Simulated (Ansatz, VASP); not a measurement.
Two plane-wave programs on Al

```xyz
1
Lattice="-1.5912 1.6111 1.6111 1.5912 -1.5713 1.5713 1.5912 1.5713 -1.5713" Properties=species:S:1:pos:R:3 pbc="T T T"
Al    0.0000    0.0000    0.0000
```

Change from the starting cell: strain +0.0250 x Voigt [0, 0, 0, 1, 0, 0], atoms carried along.

Alike in both runs: task single point; functional r2SCAN; k mesh 20 × 20 × 20; occupations gaussian, width 0.15 eV; no spin polarisation.

|  | VASP | Ansatz |
| --- | --- | --- |
| version | VASP 6.6.1 | Ansatz 0.2.0 |
| potentials or method | VASP PAW PBE potentials, release 64 (Al), cutoff 520 eV | scalar-relativistic, plane waves, PAW |
| valence electrons in the cell | 3 | 3 |

Ansatz gave:

| Quantity | Value |
| --- | --- |
| gap on the k mesh at the Fermi level (eV) | none |
| pressure (GPa) | 0.5 |
| traceless stress, the component that is largest in VASP (GPa) | -1.16 |

Question: Which values does VASP return?

Answer: gap on the k mesh at the Fermi level (eV): none; pressure (GPa): 0.2; traceless stress, the component that is largest in VASP (GPa): -1.16.

VASP's potentials were made for PBE, not for r2SCAN. A gap of «none» marks a metal or a gap that the smearing closes. With one functional, cell and mesh, what is left measures potentials, basis and numerics.
